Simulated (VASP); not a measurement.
# Zr7O16 (P1) in VASP: further runs

The runs below take Zr7O16 through single point, with PBE.

Program: VASP 6.6.1. These are calculated values, not measurements. Logs are shortened: lines on timing, memory, paths and dates and some standing lists are left out, and cuts for length are marked.

### Step 1. The cell of the first run

The typed cell holds 23 atoms: a = 7.595 Å, b = 7.648 Å, c = 7.595 Å, α = 57.08°, β = 58.63°, γ = 56.66°.

### Step 2. Single point, PBE (atoms taken out, then relaxed in part)

The input, INCAR:

```
PREC     = Accurate       # precision mode
ENCUT    = 520            # plane-wave cutoff, eV
EDIFF    = 1E-6           # SCF threshold, eV
ISMEAR   = 0              # smearing method
SIGMA    = 0.1            # smearing width, eV
LREAL    = Auto         
LASPH    = T              # aspherical terms in the spheres
NELM     = 60             # most SCF steps
ALGO     = Normal         # electronic algorithm
ISIF     = 2              # what is computed and relaxed
LWAVE    = F              # write WAVECAR
LCHARG   = T              # write CHGCAR
GGA      = PE             # functional
LELF     = T              # ELF
LVHAR    = T            
ISYM     = 0            
NBANDS   = 107            # bands
```

The input, KPOINTS:

```
Automatic mesh
0
Gamma
  4 4 4
```

The input, POSCAR:

```
Zr7O16
1.0
    0.2004673232      5.2772666011      5.4586248178
    5.3884898424      0.2364633957      5.4226240217
    5.4423042953      5.2951630041      0.1825453103
Zr O
7 16
Direct
    0.0143467965      0.5070734691      0.4632901814
    0.0261612416      0.5005265757      1.0006750978
    0.0333650144      0.9995681770      0.0223170731
    0.5282880261      0.5109077532      0.5146504569
    0.4823897655      0.4944413727      0.9970475717
    0.5302837039      0.9794469196      0.5100032454
    0.5174205842      0.0214673390      0.9877634993
    0.1584020264      0.1429733551      0.0654445207
    0.0358686110      0.2020271069      0.7107325389
    0.1244321316      0.6572572460      0.0986273326
    0.1757292665      0.5419793935      0.6021531599
    0.6990942562      0.1382782003      0.0231500245
    0.5625642459      0.1780343138      0.6149589941
    0.5375662488      0.5912616247      0.1840819548
    0.6620264157      0.5856718095      0.6516654386
    0.3496958513      0.2874799944      0.3309177722
    0.3757001513      0.3969865501      0.8725615798
    0.4620536565      0.8648625629      0.3423244674
    0.3872728004      0.8643512576      0.8474539090
    0.8677600662      0.4346716092      0.3374551679
    0.7397150745      0.4389445075      0.0751918100
    0.8632961898      0.8722423233      0.3702393912
    0.8209589841      0.8104646839      0.8824926831
```

Potentials or basis: VASP PAW PBE potentials, release 64 (Zr_sv, O).

The run is started by

```
> cat potpaw_PBE.64/Zr_sv/POTCAR potpaw_PBE.64/O/POTCAR > POTCAR
> mpirun -np 1 vasp_std > vasp.out
```

OUTCAR:

```text
PREC = Accurate
   ENCUT = 520
   EDIFF = 1E-6
   ISMEAR = 0
   LREAL = Auto
   LASPH = T
   NELM = 60
   ISIF = 2
   GGA = PE
   ISYM = 0

 ion  position               nearest neighbor table
   1  0.014  0.507  0.463-   9 2.03  11 2.17  15 2.18  16 2.19  22 2.19  20 2.20  10 2.21   3 3.44
                             5 3.47   6 3.48   4 3.49   2 3.50   6 3.78
   2  0.026  0.501  0.001-  23 1.98  20 2.08  17 2.11   8 2.18  21 2.20  10 2.25  11 2.52   5 3.43
                             1 3.50   7 3.51   4 3.68   3 3.72   7 3.72   4 3.77
   3  0.033  1.000  0.022-   9 2.00   8 2.02  10 2.11  12 2.14  22 2.15  19 2.19   1 3.44   5 3.50
                             7 3.64   6 3.69   2 3.72   6 3.76   5 3.81
   4  0.528  0.511  0.515-  20 2.09  13 2.12  18 2.15  17 2.18  15 2.20  14 2.21  11 2.30   5 3.43
                             1 3.49   7 3.51   6 3.57   2 3.68   2 3.77   7 3.78
   5  0.482  0.494  0.997-  17 2.08  21 2.09  15 2.14  10 2.16  16 2.16  14 2.20  19 2.22  12 2.23
                             2 3.43   4 3.43   1 3.47   3 3.50   7 3.52   6 3.57   6 3.75   3 3.81
   6  0.530  0.979  0.510-  22 2.02  16 2.05  19 2.06  13 2.22  18 2.25  15 2.35   1 3.48   5 3.57
                             4 3.57   3 3.69   5 3.75   3 3.76   7 3.76   1 3.78   7 3.85
   7  0.517  0.021  0.988-  23 1.99  18 2.18  12 2.19   8 2.19  17 2.24  13 2.31  19 2.71  14 2.72
                             2 3.51   4 3.51   5 3.52   3 3.64   2 3.72   6 3.76   4 3.78   6 3.85
   8  0.158  0.143  0.065-   3 2.02   2 2.18   7 2.19
   9  0.036  0.202  0.711-   3 2.00   1 2.03
  10  0.124  0.657  0.099-   3 2.11   5 2.16   1 2.21   2 2.25
  11  0.176  0.542  0.602-   1 2.17   4 2.30   2 2.52
  12  0.699  0.138  0.023-   3 2.14   7 2.19   5 2.23
  13  0.563  0.178  0.615-   4 2.12   6 2.22   7 2.31
  14  0.538  0.591  0.184-  21 1.47   5 2.20   4 2.21   7 2.72
  15  0.662  0.586  0.652-   5 2.14   1 2.18   4 2.20   6 2.35
  16  0.350  0.287  0.331-   6 2.05   5 2.16   1 2.19
  17  0.376  0.397  0.873-   5 2.08   2 2.11   4 2.18   7 2.24
  18  0.462  0.865  0.342-   4 2.15   7 2.18   6 2.25
  19  0.387  0.864  0.847-   6 2.06   3 2.19   5 2.22   7 2.71
  20  0.868  0.435  0.337-   2 2.08   4 2.09   1 2.20
  21  0.740  0.439  0.075-  14 1.47   5 2.09   2 2.20
  22  0.863  0.872  0.370-   6 2.02   3 2.15   1 2.19
  23  0.821  0.810  0.882-   2 1.98   7 1.99

IMPORTANT INFORMATION: All symmetrisations will be switched off!
NOSYMM: (Re-)initialisation of all symmetry stuff for point group C_1.

----------------------------------------------------------------------------------------

                                     Primitive cell

  volume of cell :     293.5278

  direct lattice vectors                    reciprocal lattice vectors
     0.200467323  5.277266601  5.458624818    -0.097675627  0.097189860  0.092822641
     5.388489842  0.236463396  5.422624022     0.095190190 -0.101083789  0.094229517
     5.442304295  5.295163004  0.182545310     0.093094647  0.096504265 -0.096716882

  length of vectors
     7.595150744  7.648306283  7.595442717     0.166139820  0.167804370  0.165329495

  position of ions in fractional coordinates (direct lattice)
     0.014346797  0.507073469  0.463290181
     0.026161242  0.500526576  0.000675098
     0.033365014  0.999568177  0.022317073
     0.528288026  0.510907753  0.514650457
     0.482389766  0.494441373  0.997047572
     0.530283704  0.979446920  0.510003245
[... 15 lines left out ...]
     0.863296190  0.872242323  0.370239391
     0.820958984  0.810464684  0.882492683

  ion indices of the primitive-cell ions
   primitive index   ion index
                 1           1
                 2           2
                 3           3
                 4           4
                 5           5
                 6           6
[... 15 lines left out ...]
                22          22
                23          23

----------------------------------------------------------------------------------------

 KPOINTS: Automatic mesh

Automatic generation of k-mesh.
 Grid dimensions read from file:
 generate k-points for:    4    4    4

 Generating k-lattice:

  Cartesian coordinates                     Fractional coordinates (reciprocal lattice)
    -0.024418907  0.024297465  0.023205660     0.250000000  0.000000000  0.000000000
     0.023797548 -0.025270947  0.023557379     0.000000000  0.250000000  0.000000000
     0.023273662  0.024126066 -0.024179220     0.000000000  0.000000000  0.250000000

  Length of vectors
     0.041534955  0.041951092  0.041332374

  Shift w.r.t. Gamma in fractional coordinates (k-lattice)
     0.000000000  0.000000000  0.000000000

 Subroutine IBZKPT returns following result:
 ===========================================

 Found     36 irreducible k-points:

 Following reciprocal coordinates:
            Coordinates               Weight
  0.000000  0.000000  0.000000      1.000000
  0.250000  0.000000  0.000000      2.000000
  0.500000  0.000000  0.000000      1.000000
  0.000000  0.250000  0.000000      2.000000
  0.250000  0.250000  0.000000      2.000000
  0.500000  0.250000  0.000000      2.000000
[... 16 lines left out ...]
  0.000000 -0.250000  0.250000      2.000000
  0.250000 -0.250000  0.250000      2.000000
 [... further k-points ...]
   k-points           NKPTS =     36   k-points in BZ     NKDIM =     36   number of bands    NBANDS=    107
   number of dos      NEDOS =    301   number of ions     NIONS =     23
   total plane-waves  NPLWV = 188160
   dimension x,y,z NGX =    56 NGY =   60 NGZ =   56
   dimension x,y,z NGXF=   112 NGYF=  120 NGZF=  112
   ions per type =               7  16
   NGX,Y,Z   is equivalent  to a cutoff of  12.26, 13.04, 12.26 a.u.
   NGXF,Y,Z  is equivalent  to a cutoff of  24.52, 26.08, 24.51 a.u.
 SYSTEM =  unknown system
   PREC   = accura    normal or accurate (medium, high low for compatibility)
   ISTART =      0    job   : 0-new  1-cont  2-samecut
   ICHARG =      2    charge: 1-file 2-atom 10-const
   ISPIN  =      1    spin polarized calculation?
   LNONCOLLINEAR =      F non collinear calculations
   LSORBIT =      F    spin-orbit coupling
   LASPH  =      T    aspherical Exc in radial PAW
   ENCUT  =  520.0 eV  38.22 Ry    6.18 a.u.  14.12 14.22 14.12*2*pi/ulx,y,z
   NELM   =     60;   NELMIN=  2; NELMDL= -5     # of ELM steps
   EDIFF  = 0.1E-05   stopping-criterion for ELM
   LREAL  =      T    real-space projection
   EDIFFG = 0.1E-04   stopping-criterion for IOM
   NSW    =      0    number of steps for IOM
   IBRION =     -1    ionic relax: 0-MD 1-quasi-New 2-CG
   NFREE  =      0    steps in history (QN), initial steepest desc. (CG)
   ISIF   =      2    stress and relaxation
   ISYM   =      0    0-nonsym 1-usesym 2-fastsym
   POTIM  = 0.5000    time-step for ionic-motion
   TEBEG  =    0.0;   TEEND  =   0.0 temperature during run
   PSTRESS=    0.0 pullay stress
   NELECT =     180.0000    total number of electrons
   NUPDOWN=      -1.0000    fix difference up-down
   EMIN   =  10.00;   EMAX   =-10.00  energy-range for DOS
   EFERMI =   0.00;   METHOD = LEGACY
   ISMEAR =     0;   SIGMA  =   0.10  broadening in eV -4-tet -1-fermi 0-gaus
   EFERMI_NEDOS =   21; number of points for ismear=-14 and -15
   IALGO  =     38    algorithm
   IMIX   =      4    mixing-type and parameters
     AMIX     =   0.40;   BMIX     =  1.00
     AMIX_MAG =   1.60;   BMIX_MAG =  1.00
  volume/ion in A,a.u.               =      12.76        86.12
  Fermi-wavevector in a.u.,A,eV,Ry     =   1.390857  2.628339 26.320254  1.934484
  Thomas-Fermi vector in A             =   2.514752
   LORBIT       =      0    0 simple, 1 ext, 2 COOP (PROOUT), +10 PAW based schemes
   GGA     = PE    functional components
   LHFCALC =     F    Hartree Fock is set to
   AEXX    =    0.0000 exact exchange contribution
   IVDW    =     0    specifies the selected vdW correction
   LEPSILON=     F    determine dielectric tensor
   LRPA    =     F    only Hartree local field effects (RPA)
 non-spin polarized calculation
 Gauss-broadening in eV      SIGMA  =   0.10
  energy-cutoff  :      520.00
  volume of cell :      293.53
 maximum number of plane-waves:      7934
   NGX = 29   NGY = 29   NGZ = 29

 number of electron     180.0000003 magnetization

 Free energy of the ion-electron system (eV)
  ---------------------------------------------------
  ext. energy  EPLUGINS =         0.00000000
  ---------------------------------------------------
  free energy    TOTEN  =      -206.02379655 eV

  energy without entropy =     -205.96363951  energy(sigma->0) =     -205.99371803

 E-fermi :   4.3092     XC(G=0): -10.6039

 val. band max:        4.3080030375   @ k =   0.2500   0.2500   0.0000
 cond. band min:       4.3152744525   @ k =   0.5000   0.2500   0.5000
 fundamental gap:      0.0072714150
 Fermi energy:         4.3091831585

 k-point     1 :       0.0000    0.0000    0.0000
  band No.  band energies     occupation
      1     -43.5275      2.00000
      2     -43.3636      2.00000
      3     -43.2927      2.00000
      4     -43.2763      2.00000
      5     -43.2410      2.00000
      6     -43.1722      2.00000
[... 94 lines left out ...]
    101       9.2141      0.00000
    102       9.4564      0.00000

 k-point     2 :       0.2500    0.0000    0.0000
  band No.  band energies     occupation
      1     -43.5273      2.00000
      2     -43.3633      2.00000
      3     -43.2923      2.00000
      4     -43.2764      2.00000
      5     -43.2412      2.00000
      6     -43.1726      2.00000
[... 2299 lines left out ...]
    101       9.4525      0.00000
    102       9.5974      0.00000

 k-point    24 :       0.2500   -0.2500    0.2500
  band No.  band energies     occupation
      1     -43.5268      2.00000
      2     -43.3636      2.00000
      3     -43.2914      2.00000
      4     -43.2763      2.00000
      5     -43.2422      2.00000
      6     -43.1723      2.00000
[... 94 lines left out ...]
    101       9.5284      0.00000
    102       9.6214      0.00000

 [... further k-points ...]

 [bands above 102 left out]

------------------------ aborting loop because EDIFF is reached ----------------------------------------

  FORCE on cell =-STRESS in cart. coord.  units (eV):
  Direction    XX          YY          ZZ          XY          YZ          ZX
  --------------------------------------------------------------------------------------
  -------------------------------------------------------------------------------------
  Total        0.6417544      0.5475905      0.4857830     -0.0769390     -0.0504177     -0.1533933
  in kB        3.5029195      2.9889402      2.6515732     -0.4199600     -0.2751975     -0.8372741
  external PRESSURE =       3.0478110 kB  Pullay stress =       0.0000000 kB

 VOLUME and BASIS-vectors are now :
 -----------------------------------------------------------------------------
  energy-cutoff  :      520.00
  volume of cell :      293.53
      direct lattice vectors                 reciprocal lattice vectors
     0.200467323  5.277266601  5.458624818    -0.097675627  0.097189860  0.092822641
     5.388489842  0.236463396  5.422624022     0.095190190 -0.101083789  0.094229517
     5.442304295  5.295163004  0.182545310     0.093094647  0.096504265 -0.096716882

 POSITION                                       TOTAL-FORCE (eV/Angst)
 -----------------------------------------------------------------------------------
      5.25660      2.64881      2.91255         0.010133      0.028948      0.007517
      2.70600      0.25999      2.85710        -0.001822      0.033119     -0.018936
      5.51431      0.53061      5.60648        -0.007190     -0.001536     -0.020410
      5.65981      5.63389      5.74813         0.023417     -0.006730     -0.008586
      8.18723      7.94215      5.49636         0.004754     -0.015726     -0.003737
      8.15964      5.73060      8.29889        -0.000205      0.019848     -0.033329
[... 15 lines left out ...]
      6.88809      6.72258      9.50984        -0.006370      0.013412      0.007871
      9.33455      9.19701      9.03725        -0.039097     -0.014226      0.019442
 -----------------------------------------------------------------------------------
    total drift:                               -0.005430     -0.000828     -0.013000

  FREE ENERGIE OF THE ION-ELECTRON SYSTEM (eV)
  ---------------------------------------------------
  free  energy   TOTEN  =      -206.0237965535 eV

  energy  without entropy=     -205.9636395099  energy(sigma->0) =     -205.99371803
```

Wall time 44 min (1 thread of AMD EPYC 9R45 (Zen 5), shared host); peak memory 0.85 GiB.

What came out:

```
Free energy            : -206.0238 eV
Pressure               : 0.3 GPa
Largest force          : 0.209 eV/Å
Band gap on the k mesh : zero (bands 90 and 91 overlap by 0.12 eV)
```

Forces in eV/Å, atoms in the order of the input:
```
Zr   0.010  0.029  0.008
Zr  -0.002  0.033 -0.019
Zr  -0.007 -0.002 -0.020
Zr   0.023 -0.007 -0.009
Zr   0.005 -0.016 -0.004
Zr   0.000  0.020 -0.033
Zr   0.036 -0.012 -0.024
O    0.019  0.013  0.021
O   -0.001 -0.018  0.031
O   -0.014 -0.023 -0.004
O   -0.016  0.008  0.018
O    0.007 -0.008 -0.018
O   -0.008 -0.016 -0.008
O    0.187 -0.051 -0.015
O   -0.004 -0.016 -0.002
O    0.003 -0.022  0.011
O   -0.005 -0.003  0.003
O    0.019 -0.006  0.004
O    0.002  0.013 -0.004
O   -0.018  0.007 -0.003
O   -0.191  0.077  0.040
O   -0.006  0.013  0.008
O   -0.039 -0.014  0.019
```

Caveat: the cell differs from its parent crystal (atoms taken out, then relaxed in part).

[end of part 1 of 2]
